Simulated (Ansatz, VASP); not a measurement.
**One calculation of KMgF3, two programs**

INCAR

```
SYSTEM = KMgF3
PREC = Accurate
ENCUT = 520
EDIFF = 1E-6
ISMEAR = 0
SIGMA = 0.01
LREAL = .False.
LASPH = .True.
NELM = 60
ALGO = Normal
ISIF = 2
LWAVE = .False.
LCHARG = .False.
GGA = PE
NBANDS = 24
```

KPOINTS

```
regular mesh
0
Gamma
  6 6 6
  0 0 0
```

File POSCAR:

```
KMgF3
1.0
    4.0943294890      0.0000000000      0.0000000000
    0.0000000000      4.0943294890      0.0000000000
    0.0000000000      0.0000000000      4.0943294890
K Mg F
1 1 3
Direct
    0.5000000000      0.5000000000      0.5000000000
    0.0000000000      0.0000000000      0.0000000000
    0.5000000000      0.0000000000      0.0000000000
    0.0000000000      0.5000000000      0.0000000000
    0.0000000000      0.0000000000      0.5000000000
```

Input for Ansatz:

```yaml
crystal:
  lattice:
    - [4.094329489, 0.0, 0.0]
    - [0.0, 4.094329489, 0.0]
    - [0.0, 0.0, 4.094329489]
  atoms:
    - { symbol: K, position: [0.5, 0.5, 0.5] }
    - { symbol: Mg, position: [0.0, 0.0, 0.0] }
    - { symbol: F, position: [0.5, 0.0, 0.0] }
    - { symbol: F, position: [0.0, 0.5, 0.0] }
    - { symbol: F, position: [0.0, 0.0, 0.5] }
kpoints:
  mp_grid: { grid: [6, 6, 6] }
hamiltonian:
  xc: pbe
scf:
  occupations: { method: fixed }
  n_extra_bands: 5
output:
  forces: true
  stress: true
  eigenvalues: true
```

Alike in both runs: task single point; functional PBE; k mesh 6 × 6 × 6; no spin polarisation.

|  | VASP | Ansatz |
| --- | --- | --- |
| version | VASP 6.6.1 | Ansatz 0.2.0 |
| potentials or method | VASP PAW PBE potentials, release 64 (K_sv, Mg, F) | plane waves, PAW |
| plane-wave cutoff (eV) | 520 | 420 |
| occupations | gaussian, width 0.01 eV | fixed |
| valence electrons in the cell | 32 | 40 |

|  | VASP | Ansatz | Ansatz less VASP |
| --- | --- | --- | --- |
| gap on the k mesh at the Fermi level (eV) | 6.72 | 6.75 | +0.031 |
| pressure (GPa) | -2.2 | -1.8 | +0.41 |

VASP's potentials hold 32 valence electrons a cell and Ansatz's 40, so a difference there can come from the potentials and not from the codes.
